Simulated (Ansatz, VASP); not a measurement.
## P: VASP beside Ansatz

```
P
1.0
     4.25861    0.00000    0.00000
     0.00000    4.25861    0.00000
     0.00000    0.00000    4.36336
P
1
Direct
  0.00000 0.00000 0.00000
```

Change from the starting cell: volume scaled by 0.99.

Alike in both runs: task single point; functional PBEsol; k mesh 10 × 10 × 9; occupations fermi-dirac, width 0.08 eV; no spin polarisation.

```csv
,VASP,Ansatz
version,VASP 6.6.1,Ansatz 0.2.0
potentials or method,"VASP PAW PBE potentials, release 64 (P), cutoff 500 eV","all-electron LAPW, scalar-relativistic"
```

|  | VASP | Ansatz | Ansatz less VASP |
| --- | --- | --- | --- |
| pressure (GPa) | -3.9 | -3.9 | +0.01 |
| traceless stress, the component that is largest in VASP (GPa) | 0.32 | 0.32 | -0.001 |

VASP's potentials were made for PBE, not for PBEsol. Ansatz ran all-electron here, and VASP with PAW potentials.
